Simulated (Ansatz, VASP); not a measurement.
# One calculation of Ga4P3N, two programs

```
CELL_PARAMETERS angstrom
6.10891 -1.84909 -0.02317
6.10891 1.84909 -0.02317
-1.13457 0.00000 6.29159
ATOMIC_POSITIONS crystal
N 0.99895 0.99895 0.00169
P 0.50149 0.50149 0.49962
P 0.74626 0.74626 0.23613
P 0.25372 0.25372 0.76631
Ga 0.44828 0.44828 0.84835
Ga 0.94299 0.94299 0.27770
Ga 0.16278 0.16278 0.05703
Ga 0.69553 0.69553 0.56317
```

Alike in both runs: task single point; functional PBE; k mesh 8 × 8 × 4; occupations fermi-dirac, width 0.02 eV; no spin polarisation.

|  | VASP | Ansatz |
| --- | --- | --- |
| version | VASP 6.6.1 | Ansatz 0.2.0 |
| potentials or method | VASP PAW PBE potentials, release 64 (N, P, Ga_d) | plane waves, PAW |
| plane-wave cutoff (eV) | 520 | 420 |
| valence electrons in the cell | 72 | 72 |

|  | VASP | Ansatz | Ansatz less VASP |
| --- | --- | --- | --- |
| pressure (GPa) | 3.0 | 3.0 | +0.04 |
| traceless stress, the component that is largest in VASP (GPa) | -0.13 | -0.14 | -0.007 |
| rms of the force components (eV/Å) | 0.033 | 0.033 | +0.0002 |

Atom by atom the forces differ by 0.008 eV/Å (rms over components). With one functional, cell and mesh, what is left measures potentials, basis and numerics.
